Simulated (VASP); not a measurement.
# HC12 in VASP: further runs, part 3 of 3

VASP 6.6.1.

### Step 4. Single point, PBE+D3(BJ), collinear spin

Input file INCAR:

```
SYSTEM = HC12
PREC = Accurate
ENCUT = 520
EDIFF = 1E-6
ISMEAR = 0
SIGMA = 0.05
LREAL = .FALSE.
LASPH = .TRUE.
NELM = 150
ALGO = Normal
ISIF = 2
LWAVE = .FALSE.
LCHARG = .FALSE.
ISPIN = 2
MAGMOM = 0 0 0 0 0 0 0 0 0 0 0 0 1
LORBIT = 11
LDIPOL = .TRUE.
IDIPOL = 3
DIPOL = 0.5 0.5 0.299
GGA = PE
IVDW = 12
NBANDS = 40
```

Input file KPOINTS:

```
regular mesh
0
G
  6 7 1
  0 0 0
```

Input file POSCAR:

```
HC12
1.0
    4.9311586502      0.0000000000      0.0000000000
    0.0000000000      4.0098697767      0.0000000000
    0.0000000000      0.0000000000     21.6014232414
C H
12 1
Direct
    0.2500000000      0.3776970832      0.1851729840
    0.7500000000      0.3776970832      0.1851729840
    0.0000000000      0.4720802753      0.2130426460
    0.5000000000      0.4720802753      0.2130426460
    0.0000000000      0.6609562027      0.2688143161
    0.5000000000      0.6609562027      0.2688143161
    0.2500000000      0.7503681903      0.2962457608
    0.7500000000      0.7503681903      0.2962457608
    0.2500000000      0.9412921293      0.3552728042
    0.7500000000      0.9412921293      0.3552728042
    0.0000000000      0.0234303656      0.3796705036
    0.5000000000      0.0234303656      0.3796705036
    0.2500000000      0.6900970322      0.4954036186
```

Potentials or basis: VASP PAW PBE potentials, release 64 (C, H).

Command:

```
$ cat potpaw_PBE.64/C/POTCAR potpaw_PBE.64/H/POTCAR > POTCAR
$ mpirun -np 1 vasp_std > vasp.out
```

OUTCAR:

```text
SYSTEM = HC12
   PREC = Accurate
   ENCUT = 520
   EDIFF = 1E-6
   ISMEAR = 0
   LREAL = .FALSE.
   LASPH = .TRUE.
   NELM = 150
   ISIF = 2
   ISPIN = 2
   LORBIT = 11
   GGA = PE
   IVDW = 12
 IVDW          = 12

 ion  position               nearest neighbor table
   1  0.250  0.378  0.185-   3 1.42   4 1.42
   2  0.750  0.378  0.185-   3 1.42   4 1.42
   3  0.000  0.472  0.213-   5 1.42   2 1.42   1 1.42
   4  0.500  0.472  0.213-   6 1.42   2 1.42   1 1.42
   5  0.000  0.661  0.269-   7 1.41   8 1.41   3 1.42
   6  0.500  0.661  0.269-   7 1.41   8 1.41   4 1.42
   7  0.250  0.750  0.296-   5 1.41   6 1.41   9 1.49
   8  0.750  0.750  0.296-   5 1.41   6 1.41  10 1.49
   9  0.250  0.941  0.355-  11 1.38  12 1.38   7 1.49
  10  0.750  0.941  0.355-  11 1.38  12 1.38   8 1.49
  11  0.000  0.023  0.380-   9 1.38  10 1.38
  12  0.500  0.023  0.380-   9 1.38  10 1.38
  13  0.250  0.690  0.495-

  LATTYP: Found a simple orthorhombic cell.
 ALAT       =     4.0098697767
 B/A-ratio  =     1.2297553100
 C/A-ratio  =     5.3870635318

  Lattice vectors:

 A1 = (   0.0000000000,  -4.0098697767,   0.0000000000)
 A2 = (   4.9311586502,   0.0000000000,   0.0000000000)
 A3 = (   0.0000000000,   0.0000000000,  21.6014232414)

Analysis of symmetry for initial positions (statically):
=====================================================================
 Subroutine PRICEL returns:
 Original cell was already a primitive cell.

 Routine SETGRP: Setting up the symmetry group for a
 simple orthorhombic supercell.

 Subroutine GETGRP returns: Found  2 space group operations
[... 1463 lines left out ...]
 vacuum level on the upper side and lower side of the slab       (xc-potential included)        -0.107         0.072

 Edisp (eV)   -1.32901

 E8    (eV) :    -0.3934

  FORCE on cell =-STRESS in cart. coord.  units (eV):
  Direction    XX          YY          ZZ          XY          YZ          ZX
  --------------------------------------------------------------------------------------
  -------------------------------------------------------------------------------------
  Total      -0.60896     0.17382     1.22573     0.00000     0.83042     0.00000
  in kB      -2.28423     0.65199     4.59774     0.00000     3.11492     0.00000
  external pressure =        0.99 kB  Pullay stress =        0.00 kB

 VOLUME and BASIS-vectors are now :
 -----------------------------------------------------------------------------
  energy-cutoff  :      520.00
  volume of cell :      427.13
      direct lattice vectors                 reciprocal lattice vectors
     4.931158650  0.000000000  0.000000000     0.202792096  0.000000000  0.000000000
     0.000000000  4.009869777  0.000000000     0.000000000  0.249384657  0.000000000
     0.000000000  0.000000000 21.601423241     0.000000000  0.000000000  0.046293246

 POSITION                                       TOTAL-FORCE (eV/Angst)
 -----------------------------------------------------------------------------------
      1.23279      1.51452      4.00000         0.000000      0.249801      0.539888
      3.69837      1.51452      4.00000         0.000000      1.365359      2.183656
      0.00000      1.89298      4.60202         0.428491     -1.530937     -2.655397
      2.46558      1.89298      4.60202        -0.428491     -1.530937     -2.655397
      0.00000      2.65035      5.80677        -0.105251      0.672015      1.252532
      2.46558      2.65035      5.80677         0.105251      0.672015      1.252532
      1.23279      3.00888      6.39933         0.000000      0.154271      0.164440
      3.69837      3.00888      6.39933         0.000000     -0.009035     -0.019754
      1.23279      3.77446      7.67440         0.000000     -0.205534     -0.422902
      3.69837      3.77446      7.67440         0.000000      0.170732      0.250266
      0.00000      0.09395      8.20142         0.073560     -0.017127      0.092433
      2.46558      0.09395      8.20142        -0.073560     -0.017127      0.092433
      1.23279      2.76720     10.70142         0.000000      0.026504     -0.074731
 -----------------------------------------------------------------------------------
    total drift:                                0.000000     -0.000089     -0.000233

  FREE ENERGIE OF THE ION-ELECTRON SYSTEM (eV)
  ---------------------------------------------------
  free  energy   TOTEN  =      -100.4807380525 eV

  energy  without entropy=     -100.4708126003  energy(sigma->0) =     -100.47577533

 vacuum level on the upper side and lower side of the slab         2.491         2.668

 total charge

# of ion       s       p       d       tot
------------------------------------------
    1        0.898   1.546   0.000   2.444
    2        0.883   1.533   0.000   2.416
    3        0.869   1.764   0.000   2.633
    4        0.869   1.764   0.000   2.633
    5        0.874   1.783   0.000   2.657
    6        0.874   1.783   0.000   2.657
    7        0.865   1.741   0.000   2.606
    8        0.873   1.728   0.000   2.601
    9        0.869   1.785   0.000   2.654
   10        0.871   1.782   0.000   2.652
   11        0.921   1.591   0.000   2.512
   12        0.921   1.591   0.000   2.512
   13        0.373   0.000   0.000   0.373
--------------------------------------------------
tot         10.961  20.389   0.000  31.350

 magnetization (x)

# of ion       s       p       d       tot
------------------------------------------
    1        0.006  -0.001   0.000   0.005
    2        0.091   0.409   0.000   0.500
    3        0.002   0.001   0.000   0.003
    4        0.002   0.001   0.000   0.003
    5        0.004   0.021   0.000   0.024
    6        0.004   0.021   0.000   0.024
    7       -0.000  -0.004   0.000  -0.004
    8        0.002   0.003   0.000   0.005
    9       -0.002   0.004   0.000   0.002
   10        0.003   0.006   0.000   0.009
   11        0.006   0.026   0.000   0.032
   12        0.006   0.026   0.000   0.032
   13        0.371   0.000   0.000   0.371
--------------------------------------------------
tot          0.494   0.513   0.000   1.007
```

OSZICAR:

```text
N       E                     dE             d eps       ncg     rms          rms(c)
DAV:   1     0.373283903386E+03    0.37328E+03   -0.18604E+04  2576   0.944E+02
DAV:   2    -0.465532112867E+02   -0.41984E+03   -0.39635E+03  3816   0.229E+02
DAV:   3    -0.104224122673E+03   -0.57671E+02   -0.55969E+02  3264   0.875E+01
[... 39 lines left out ...]
DAV:  43    -0.991517142063E+02   -0.22295E-04   -0.12164E-06  2472   0.262E-03    0.108E-03
DAV:  44    -0.991517221387E+02   -0.79324E-05   -0.24428E-07  2208   0.140E-03    0.100E-03
DAV:  45    -0.991517264806E+02   -0.43419E-05   -0.10035E-07  2208   0.854E-04    0.565E-04
DAV:  46    -0.991517300556E+02   -0.35750E-05   -0.18350E-07  2104   0.916E-04    0.539E-04
DAV:  47    -0.991517308422E+02   -0.78668E-06   -0.12988E-07  2152   0.811E-04
   1 F= -.10048074E+03 E0= -.10047578E+03  d E =-.992545E-02  mag=     2.0398
```

Run time: 42 min. Hardware: 1 thread of Oxide Virtual Turin-like, shared host; peak memory 0.81 GiB.

Results:

| Item | Value |
| --- | --- |
| Free energy | -100.4807 eV |
| Largest force | 3.095 eV/Å |
| Net moment | 2.04 μB per cell |
| Site moments | C +0.01, +0.50, +0.00, +0.02, -0.00, +0.03 (each value once); H +0.37 μB |
| Valence electrons inside the program's atomic spheres | C 2.44, 2.42, 2.63, 2.66, 2.61, 2.60, 2.65, 2.51 (each value once); H 0.37 |
| Dispersion energy per atom | -0.102 eV |

Forces in eV/Å, atoms in the order of the input:
```
C    0.000  0.250  0.540
C    0.000  1.365  2.184
C    0.428 -1.531 -2.655
C   -0.428 -1.531 -2.655
C   -0.105  0.672  1.253
C    0.105  0.672  1.253
C    0.000  0.154  0.164
C    0.000 -0.009 -0.020
C    0.000 -0.206 -0.423
C    0.000  0.171  0.250
C    0.074 -0.017  0.092
C   -0.074 -0.017  0.092
H    0.000  0.027 -0.075
```

Caveat: a moment this small can come from the mesh or the smearing.

### Step 5. Single point, PBE+D3(BJ), collinear spin

Input file INCAR:

```
SYSTEM = HC12
  PREC = Accurate
  ENCUT = 520
  EDIFF = 1E-7
  ISMEAR = 0
  SIGMA = 0.05
  LREAL = .False.
  LASPH = .True.
  NELM = 150
  ALGO = Normal
  ISIF = 2
  LWAVE = .False.
  LCHARG = .False.
  ISPIN = 2
  MAGMOM = 0 0 0 0 0 0 0 0 0 0 0 0 1
  LORBIT = 11
  LDIPOL = .True.
  IDIPOL = 3
  DIPOL = 0.5 0.5 0.299
  GGA = PE
  IVDW = 12
  NBANDS = 40
```

Input file KPOINTS:

```
Automatic mesh
0
Gamma
  6 7 1
  0 0 0
```

Edit POSCAR of step 4 so:

```diff
@@ -20,2 +20,2 @@
     0.5000000000      0.0234303656      0.3796705036
-    0.2500000000      0.6900970322      0.4954036186
+    0.0000000000      0.8567636989      0.4954036186
```

Command:

```
$ cat potpaw_PBE.64/C/POTCAR potpaw_PBE.64/H/POTCAR > POTCAR
$ mpirun -np 1 vasp_std > vasp.out
```

Run time: 73 min. Hardware: 1 thread of Oxide Virtual Turin-like, shared host; peak memory 0.82 GiB.

Results (log left out):

```yaml
Free_energy: -101.3059 eV
Largest_force: 3.682 eV/Å
Band_gap_on_the_k_mesh: 0.06 eV
Net_moment: 3.00 μB per cell
Site_moments: C +0.64, -0.02, -0.03, +0.11, +0.08, -0.05, +0.05, -0.52, +0.33 (each value once); H +0.35 μB
Valence_electrons_inside_the_program's_atomic_spheres: C 2.44, 2.63, 2.66, 2.61, 2.65, 2.51 (each value once); H 0.37
Dispersion_energy_per_atom: -0.102 eV
```

Forces on the atoms (eV/Å):
```
C    0.031  1.373  2.210
C   -0.031  1.373  2.210
C    0.000 -1.824 -3.034
C    0.000 -1.895 -3.156
C    0.000  0.390  0.870
C    0.000  0.479  1.020
C    0.004  0.380  0.405
C   -0.004  0.380  0.405
C    0.162 -0.154 -0.267
C   -0.162 -0.154 -0.267
C    0.000 -0.350  0.480
C    0.000 -0.204 -0.366
H    0.000  0.204 -0.509
```

Levels at points of the mesh, in eV from the valence-band top:
Spin up:
| k point | band 24 | band 25 | band 26 | band 27 | band 28 | band 29 |
| --- | --- | --- | --- | --- | --- | --- |
| (0.00, 0.00, 0.00) | -1.88 | -1.51 | -0.29 | 0.68 | 0.79 | 1.87 |
| (0.50, 0.00, 0.00) | -2.33 | -2.32 | -1.65 | 0.79 | 2.33 | 2.48 |
Spin down:
| k point | band 20 | band 21 | band 22 | band 23 | band 24 | band 25 | band 26 | band 27 |
| --- | --- | --- | --- | --- | --- | --- | --- | --- |
| (0.00, 0.00, 0.00) | -2.12 | -1.96 | -1.96 | 0.00 | 0.06 | 0.39 | 0.64 | 1.28 |
| (0.50, 0.00, 0.00) | -3.93 | -2.37 | -2.26 | -1.81 | 0.41 | 0.47 | 0.57 | 2.03 |

### Step 6. Overview

```csv
cell,gap on the mesh (eV),moment (μB),largest force (eV/Å)
"as given, atomic positions A",0.02,1.04,3.27
"as given, atomic positions B",none,2.44,3.58
"as given, atomic positions C",none,2.04,3.09
"as given, atomic positions D",0.06,3.00,3.68
```

Alike in all rows: task single point; level PBE+D3(BJ); potentials or basis VASP PAW PBE potentials, release 64 (C, H); spin collinear; k mesh 6 × 7 × 1; cutoff (eV) 520; smearing gaussian 0.05 eV.

Caveats: a moment this small can come from the mesh or the smearing (at least some runs).

Total energies depend on the potentials used, so only differences within one code and one set of settings carry meaning.
